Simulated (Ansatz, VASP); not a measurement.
## One calculation of GaSb, two programs

INCAR

```
PREC     = Accurate       # precision mode
ENCUT    = 520            # plane-wave cutoff, eV
EDIFF    = 1E-6           # SCF threshold, eV
ISMEAR   = 0              # smearing method
SIGMA    = 0.1            # smearing width, eV
LREAL    = F              # projectors in reciprocal space
LASPH    = T              # aspherical terms in the spheres
NELM     = 60             # most SCF steps
ALGO     = Normal         # electronic algorithm
ISIF     = 2              # what is computed and relaxed
LWAVE    = F              # write WAVECAR
LCHARG   = F              # write CHGCAR
GGA      = PE             # functional
NBANDS   = 16             # bands
```

The input KPOINTS:

```
Automatic mesh
0
Gamma
  16 16 16
```

Contents of POSCAR:

```
GaSb
1.0
   -2.7114992002      2.7114992002      1.6142017424
    2.7114992002     -2.7114992002      1.6142017424
    2.7114992002      2.7114992002     -1.6142017424
Ga Sb
1 1
Direct
    0.2500000000      0.7500000000      0.5000000000
    0.0000000000      0.0000000000      0.0000000000
```

Input for Ansatz:

```yaml
crystal:
  lattice:
    - [-2.7114992002, 2.7114992002, 1.6142017424]
    - [2.7114992002, -2.7114992002, 1.6142017424]
    - [2.7114992002, 2.7114992002, -1.6142017424]
  atoms:
    - { symbol: Ga, position: [0.25, 0.75, 0.5] }
    - { symbol: Sb, position: [0.0, 0.0, 0.0] }
basis:
  ecutwfc: 420
kpoints:
  mp_grid: { grid: [16, 16, 16] }
hamiltonian:
  xc: pbe
scf:
  occupations: { method: gaussian, width: 0.1 }
output:
  forces: true
  stress: true
  eigenvalues: true
  populations: true
```

Alike in both runs: task single point; functional PBE; k mesh 16 × 16 × 16; occupations gaussian, width 0.1 eV; no spin polarisation.

|  | VASP | Ansatz |
| --- | --- | --- |
| version | VASP 6.6.1 | Ansatz 0.2.0 |
| potentials or method | VASP PAW PBE potentials, release 64 (Ga_d, Sb), cutoff 520 eV | scalar-relativistic, plane waves, PAW |
| valence electrons in the cell | 18 | 28 |

VASP gave:

```
gap on the k mesh at the Fermi level (eV)                     : none
pressure (GPa)                                                : 1.3
traceless stress, the component that is largest in VASP (GPa) : -1.54
```

Question: Estimate Ansatz's values.

Answer: gap on the k mesh at the Fermi level (eV): none; pressure (GPa): 1.3; traceless stress, the component that is largest in VASP (GPa): -1.51.

A gap of «none» marks a metal or a gap that the smearing closes. VASP's potentials hold 18 valence electrons a cell and Ansatz's 28, so a difference there can come from the potentials and not from the codes.

Neither program's run includes spin-orbit coupling.
